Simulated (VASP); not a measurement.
# CO2 (Imma) in VASP: single point with PBE

Aim: the single point of CO2 with PBE.

All numbers are computed with VASP 6.6.1; they aren't measurements. Logs are shortened: lines on timing, memory, paths and dates and some standing lists are left out, and cuts for length are marked.

### 1 The cell of the first run

Symmetry: Imma, No. 74, orthorhombic system. Conventional cell: a = 4.439 Å, b = 8.138 Å, c = 7.502 Å, α = 90.00°, β = 90.00°, γ = 90.00°. C (site symmetry m) has 4 O at 1.36 to 1.40 Å within 1.8 Å. O (site symmetry mm2) has 2 C at 1.40 Å within 1.9 Å. O (site symmetry 2) has 2 C at 1.40 Å within 1.9 Å. Within 1.8 Å of O (site symmetry 2/m) lie 2 C at 1.36 Å.

### 2 Single point, PBE

INCAR

```
SYSTEM = CO2
ALGO     = Normal         ! electronic algorithm
EDIFF    = 1E-6           ! SCF threshold, eV
ENCUT    = 520            ! plane-wave cutoff, eV
GGA      = PE             ! functional
ISIF     = 2              ! what is computed and relaxed
ISMEAR   = 0              ! smearing method
LASPH    = .True.         ! aspherical terms in the spheres
LCHARG   = .False.        ! write CHGCAR
LREAL    = .False.        ! projectors in reciprocal space
LWAVE    = .False.        ! write WAVECAR
NBANDS   = 44             ! bands
NELM     = 80             ! most SCF steps
PREC     = Accurate       ! precision mode
SIGMA    = 0.1            ! smearing width, eV
```

KPOINTS

```
k-points
0
Gamma
  6 6 6
  0 0 0
```

POSCAR

```
CO2
1.0
   -2.2193123075      4.0689901212      3.7508757432
    2.2193123075     -4.0689901212      3.7508757432
    2.2193123075      4.0689901212     -3.7508757432
C O
4 8
Direct
    0.9325742263      0.8452012914      0.0873729348
    0.7421716434      0.1547987086      0.5873729348
    0.0674257737      0.1547987086      0.9126270652
    0.2578283566      0.8452012914      0.4126270652
    0.1549241737      0.9049241737      0.2500000000
    0.8450758263      0.0950758263      0.7500000000
    0.7807658726      0.5000000000      0.7807658726
    0.2192341274      0.0000000000      0.7192341274
    0.2192341274      0.5000000000      0.2192341274
    0.7807658726      0.0000000000      0.2807658726
    0.0000000000      0.0000000000      0.0000000000
    0.5000000000      0.0000000000      0.5000000000
```

Potentials or basis: VASP PAW PBE potentials, release 64 (C, O).

Command:

```
> cat potpaw_PBE.64/C/POTCAR potpaw_PBE.64/O/POTCAR > POTCAR
> mpirun -np 1 vasp_std > vasp.out
```

OUTCAR:

```text
SYSTEM = CO2
   EDIFF = 1E-6
   ENCUT = 520
   GGA = PE
   ISIF = 2
   ISMEAR = 0
   LASPH = .True.
   LREAL = .False.
   NELM = 80
   PREC = Accurate

 ion  position               nearest neighbor table
   1  0.933  0.845  0.087-  11 1.36   5 1.40   7 1.40  10 1.40
   2  0.742  0.155  0.587-  12 1.36   6 1.40  10 1.40   7 1.40
   3  0.067  0.155  0.913-  11 1.36   6 1.40   9 1.40   8 1.40
   4  0.258  0.845  0.413-  12 1.36   5 1.40   9 1.40   8 1.40
   5  0.155  0.905  0.250-   1 1.40   4 1.40
   6  0.845  0.095  0.750-   3 1.40   2 1.40
   7  0.781  0.500  0.781-   2 1.40   1 1.40
   8  0.219  0.000  0.719-   4 1.40   3 1.40
   9  0.219  0.500  0.219-   4 1.40   3 1.40
  10  0.781  0.000  0.281-   2 1.40   1 1.40
  11  0.000  0.000  0.000-   1 1.36   3 1.36
  12  0.500  0.000  0.500-   2 1.36   4 1.36

  LATTYP: Found a body centered orthorhombic cell.
 ALAT       =     4.4386246150
 B/A-ratio  =     1.6901072150
 C/A-ratio  =     1.8334463822

  Lattice vectors:

 A1 = (   2.2193123075,  -4.0689901212,  -3.7508757432)
 A2 = (  -2.2193123075,  -4.0689901212,   3.7508757432)
 A3 = (  -2.2193123075,   4.0689901212,  -3.7508757432)

Analysis of symmetry for initial positions (statically):
=====================================================================
 Subroutine PRICEL returns:
 Original cell was already a primitive cell.

 Routine SETGRP: Setting up the symmetry group for a
 body centered orthorhombic supercell.

 Subroutine GETGRP returns: Found  8 space group operations
 (whereof  4 operations were pure point group operations)
 out of a pool of  8 trial point group operations.

The static configuration has the point symmetry C_2h.
 The point group associated with its full space group is D_2h.

Analysis of symmetry for dynamics (positions and initial velocities):
=====================================================================
 Subroutine PRICEL returns:
 Original cell was already a primitive cell.

 Routine SETGRP: Setting up the symmetry group for a
 body centered orthorhombic supercell.

 Subroutine GETGRP returns: Found  8 space group operations
 (whereof  4 operations were pure point group operations)
 out of a pool of  8 trial point group operations.

The dynamic configuration has the point symmetry C_2h.
 The point group associated with its full space group is D_2h.

 Subroutine INISYM returns: Found  8 space group operations
 (whereof  4 operations are pure point group operations),
[... 128 lines left out ...]
   NUPDOWN=      -1.0000    fix difference up-down
   EMIN   =  10.00;   EMAX   =-10.00  energy-range for DOS
   EFERMI =   0.00;   METHOD = LEGACY
   ISMEAR =     0;   SIGMA  =   0.10  broadening in eV -4-tet -1-fermi 0-gaus
   EFERMI_NEDOS =   21; number of points for ismear=-14 and -15
   IALGO  =     38    algorithm
   IMIX   =      4    mixing-type and parameters
     AMIX     =   0.40;   BMIX     =  1.00
     AMIX_MAG =   1.60;   BMIX_MAG =  1.00
  volume/ion in A,a.u.               =      11.29        76.19
  Fermi-wavevector in a.u.,A,eV,Ry     =   1.274977  2.409357 22.117162  1.625566
  Thomas-Fermi vector in A             =   2.407715
   LORBIT       =      0    0 simple, 1 ext, 2 COOP (PROOUT), +10 PAW based schemes
   GGA     = PE    functional components
   LHFCALC =     F    Hartree Fock is set to
   AEXX    =    0.0000 exact exchange contribution
   IVDW    =     0    specifies the selected vdW correction
   LEPSILON=     F    determine dielectric tensor
   LRPA    =     F    only Hartree local field effects (RPA)
 non-spin polarized calculation
 Gauss-broadening in eV      SIGMA  =   0.10
  energy-cutoff  :      520.00
  volume of cell :      135.49
 maximum number of plane-waves:      3674
 NGX is ok and might be reduce to    48
   NGX = 23   NGY = 23   NGZ = 23

 number of electron      63.9999988 magnetization

 Free energy of the ion-electron system (eV)
  ---------------------------------------------------
  ext. energy  EPLUGINS =         0.00000000
  ---------------------------------------------------
  free energy    TOTEN  =       -82.59968785 eV

  energy without entropy =      -82.59968785  energy(sigma->0) =      -82.59968785

 E-fermi :   0.9561     XC(G=0):  -8.5688

 val. band max:        0.4158199265   @ k =   0.5000   0.5000   0.5000
 cond. band min:       4.7188799106   @ k =   0.0000   0.0000   0.0000
 fundamental gap:      4.3030599841
 Fermi energy:         0.9560917657

 k-point     1 :       0.0000    0.0000    0.0000
  band No.  band energies     occupation
      1     -24.5289      2.00000
      2     -22.7933      2.00000
      3     -21.9375      2.00000
      4     -21.8083      2.00000
      5     -20.1822      2.00000
      6     -19.5031      2.00000
[... 1117 lines left out ...]
     43      10.0283      0.00000
     44      10.2305      0.00000

 [... further k-points ...]

------------------------ aborting loop because EDIFF is reached ----------------------------------------

  FORCE on cell =-STRESS in cart. coord.  units (eV):
  Direction    XX          YY          ZZ          XY          YZ          ZX
  --------------------------------------------------------------------------------------
  -------------------------------------------------------------------------------------
  Total        0.6465051      0.6742197      0.6196303      0.0000000     -0.0000000      0.0000000
  in kB        7.6451293      7.9728634      7.3273255      0.0000000     -0.0000000      0.0000000
  external PRESSURE =       7.6484394 kB  Pullay stress =       0.0000000 kB

 VOLUME and BASIS-vectors are now :
 -----------------------------------------------------------------------------
  energy-cutoff  :      520.00
  volume of cell :      135.49
      direct lattice vectors                 reciprocal lattice vectors
    -2.219312308  4.068990121  3.750875743     0.000000000  0.122880613  0.133302203
     2.219312308 -4.068990121  3.750875743     0.225295015  0.000000000  0.133302203
     2.219312308  4.068990121 -3.750875743     0.225295015  0.122880613  0.000000000

 POSITION                                       TOTAL-FORCE (eV/Angst)
 -----------------------------------------------------------------------------------
     -0.00000      0.71104      6.34049        -0.000000     -0.072164      0.052673
      0.00000      4.78003      1.16126        -0.000000     -0.072164     -0.052673
      2.21931      3.35795     -2.58961        -0.000000      0.072164     -0.052673
      2.21931     -0.71104      2.58961         0.000000      0.072164      0.052673
      2.21931     -2.03450      3.03764        -0.000000      0.000000      0.018118
      0.00000      6.10349      0.71324        -0.000000      0.000000     -0.018118
      1.10966      4.31936      1.87544        -0.000000     -0.019750     -0.000000
      1.10966      3.81862     -1.87544        -0.000000      0.019750     -0.000000
      1.10966     -0.25037      1.87544        -0.000000      0.019750     -0.000000
     -1.10966      4.31936      1.87544        -0.000000     -0.019750     -0.000000
      0.00000      0.00000      0.00000        -0.000000      0.000000     -0.000000
      0.00000      4.06899      0.00000        -0.000000      0.000000     -0.000000
 -----------------------------------------------------------------------------------
    total drift:                                0.000001      0.000000     -0.000000

  FREE ENERGIE OF THE ION-ELECTRON SYSTEM (eV)
  ---------------------------------------------------
  free  energy   TOTEN  =       -82.5996878507 eV

  energy  without entropy=      -82.5996878507  energy(sigma->0) =      -82.59968785
```

OSZICAR:

```text
N       E                     dE             d eps       ncg     rms          rms(c)
DAV:   1     0.426745159462E+03    0.42675E+03   -0.34724E+04  4072   0.137E+03
DAV:   2    -0.609504053894E+02   -0.48770E+03   -0.46908E+03  5344   0.331E+02
DAV:   3    -0.896957769482E+02   -0.28745E+02   -0.28511E+02  5080   0.837E+01
DAV:   4    -0.901149481282E+02   -0.41917E+00   -0.41775E+00  5168   0.109E+01
DAV:   5    -0.901246597091E+02   -0.97116E-02   -0.96978E-02  4984   0.157E+00    0.195E+01
DAV:   6    -0.825891351405E+02    0.75355E+01   -0.24491E+01  4824   0.260E+01    0.687E+00
DAV:   7    -0.826124035338E+02   -0.23268E-01   -0.16978E+00  4896   0.663E+00    0.379E+00
DAV:   8    -0.826028887989E+02    0.95147E-02   -0.13795E-01  4616   0.236E+00    0.759E-01
DAV:   9    -0.825992939054E+02    0.35949E-02   -0.37665E-02  5024   0.110E+00    0.222E-01
DAV:  10    -0.825996912979E+02   -0.39739E-03   -0.34668E-03  4496   0.335E-01    0.959E-02
DAV:  11    -0.825996745272E+02    0.16771E-04   -0.47434E-04  4920   0.124E-01    0.284E-02
DAV:  12    -0.825996869916E+02   -0.12464E-04   -0.54285E-05  4520   0.408E-02    0.687E-03
DAV:  13    -0.825996878507E+02   -0.85915E-06   -0.97736E-06  4968   0.170E-02
   1 F= -.82599688E+02 E0= -.82599688E+02  d E =-.247992E-15
```

stdout:

```text
POSCAR found type information on POSCAR C O
 POSCAR found :  2 types and      12 ions
 scaLAPACK will be used
 LDA part: xc-table for (Slater+PW92), standard interpolation
 POSCAR, INCAR and KPOINTS ok, starting setup
 FFT: planning ... GRIDC
 FFT: planning ... GRID_SOFT
 FFT: planning ... GRID
 WAVECAR not read
 entering main loop
```

It took 2.7 min on 1 thread of Intel Xeon 6975P-C (Granite Rapids), shared host; peak memory 0.42 GiB.

What came out:

- Free energy: -82.5997 eV
- Pressure: 0.8 GPa
- Largest force: 0.089 eV/Å
- Band gap on the k mesh: 4.30 eV (least direct gap 4.31 eV)

Forces in eV/Å, atoms in the order of the input:
```
C    0.000 -0.072  0.053
C    0.000 -0.072 -0.053
C    0.000  0.072 -0.053
C    0.000  0.072  0.053
O    0.000  0.000  0.018
O    0.000  0.000 -0.018
O    0.000 -0.020  0.000
O    0.000  0.020  0.000
O    0.000  0.020  0.000
O    0.000 -0.020  0.000
O    0.000  0.000  0.000
O    0.000  0.000  0.000
```

Levels at points of the mesh, in eV from the valence-band top:
```
           k point  band 29  band 30  band 31  band 32  band 33  band 34  band 35  band 36
(0.00, 0.00, 0.00)    -2.16    -1.51    -0.86    -0.01     4.30     5.74     6.11     6.41
(0.50, 0.00, 0.00)    -1.40    -1.20    -0.54    -0.48     5.30     5.57     6.13     6.43
(0.00, 0.50, 0.00)    -1.95    -1.23    -1.04    -0.91     5.46     5.65     6.57     7.72
(0.50, 0.50, 0.00)    -1.59    -1.59    -1.18    -1.18     6.08     6.08     7.19     7.19
(0.50, 0.50, 0.50)    -1.30    -1.16    -0.82     0.00     4.92     5.55     6.75     6.79
```
